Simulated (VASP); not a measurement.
Crystal: MgS.

```
Mg S
1.0
     4.22603    0.00000    0.00000
    -2.11301    3.65985    0.00000
     0.00000    0.00000    6.05981
Mg S
2 2
Cartesian
  0.0000 2.4399 -0.1012
  2.1130 1.2199 2.9287
  0.0000 2.4399 2.3736
  2.1130 1.2199 5.4035
```

This cell differs from its parent crystal: epitaxial xy strain +4.9%.

Base run:

* Program: VASP 6.6.1
* Functional: r2SCAN
* Potentials or basis: VASP PAW PBE potentials, release 64 (Mg, S)
* Cutoff: 520 eV
* k mesh: 12 × 12 × 4
* Occupations: gaussian, width 0.01 eV
* Spin: no spin polarisation

Its results: band gap on the k mesh 3.52 eV; pressure -2.8 GPa; largest force 0.008 eV/Å.

Q: The run is repeated on the same cell with these changes: functional from r2SCAN to PBE; occupations from gaussian, width 0.01 eV to fermi-dirac, width 0.02 eV. What comes out?

A: Band gap on the k mesh 2.88 eV; pressure -1.6 GPa; largest force 0.017 eV/Å.

Caveats: the PAW data sets were made with another functional, which shifts forces and pressure a little (at least some runs).

A k mesh can miss the band edges.
